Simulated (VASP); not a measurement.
Input of a VASP 6.6.1 run:

Contents of INCAR:

```
PREC = Accurate
ENCUT = 520
EDIFF = 1E-6
ISMEAR = 0
SIGMA = 0.01
LREAL = F
LASPH = T
NELM = 60
ALGO = Normal
ISIF = 2
LWAVE = F
LCHARG = F
GGA = PS
NBANDS = 26
```

File KPOINTS:

```
Automatic mesh
0
Gamma
  10 10 6
```

POSCAR

```
GaAs
1.0
    2.9987149951      2.9987149951      0.0000000000
   -2.9987149951      2.9987149951      0.0000000000
    0.0000000000      0.0000000000      5.3391676983
Ga As
2 2
Direct
    0.0000000000      0.0000000000      0.0000000000
    0.5000000000      0.5000000000      0.5000000000
    0.5000000000      0.0000000000      0.7500000000
    0.0000000000      0.5000000000      0.2500000000
```

Potentials or basis: VASP PAW PBE potentials, release 64 (Ga_d, As).

Run with:

```console
$ cat potpaw_PBE.64/Ga_d/POTCAR potpaw_PBE.64/As/POTCAR > POTCAR
$ mpirun -np 1 vasp_std > vasp.out
```

Estimate the pressure.

-3.5 GPa.

What does it give for the band gap on the k mesh?

0.24 eV.

Stress tensor (GPa, compression positive):
```
-5.32  0.00  0.00
 0.00 -5.32  0.00
 0.00  0.00  0.12
```

Caveat: the cell differs from its parent crystal (biaxial strain in the a-b plane: +6.0 %, then relaxed in part); the cell stands under tension; the PAW data sets were made with another functional, which shifts forces and pressure a little. A k mesh can miss the band edges.
